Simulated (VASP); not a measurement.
A run of VASP 6.6.1:

File INCAR:

```
SYSTEM = MgO
ALGO = Normal
EDIFF = 1E-8
ENCUT = 520
GGA = PS
IBRION = 8
ISIF = 2
ISMEAR = 0
LASPH = .TRUE.
LCHARG = .FALSE.
LEPSILON = .TRUE.
LREAL = .FALSE.
LWAVE = .FALSE.
NELM = 80
NSW = 1
PREC = Accurate
SIGMA = 0.01
```

Contents of KPOINTS:

```
k-points
0
G
  8 8 8
  0 0 0
```

File POSCAR:

```
MgO
1.0
    0.0000000000      2.1070911043      2.1070911043
    2.1070911043      0.0000000000      2.1070911043
    2.1070911043      2.1070911043      0.0000000000
Mg O
1 1
Direct
    0.0000000000      0.0000000000      0.0000000000
    0.5000000000      0.5000000000      0.5000000000
```

Potentials or basis: VASP PAW PBE potentials, release 64 (Mg, O).

Launch:

```console
$ cat potpaw_PBE.64/Mg/POTCAR potpaw_PBE.64/O/POTCAR > POTCAR
$ mpirun -np 1 vasp_std > vasp.out
```

Hardware: 1 thread of AMD EPYC 9R45 96-Core Processor (Zen 5), on a shared host.

Q: Estimate the wall time of this run.

A: Wall time 58 s on 1 thread of AMD EPYC 9R45 96-Core Processor (Zen 5) (shared host), peak memory 0.13 GiB. Counts: scf iterations 96, k points 29.
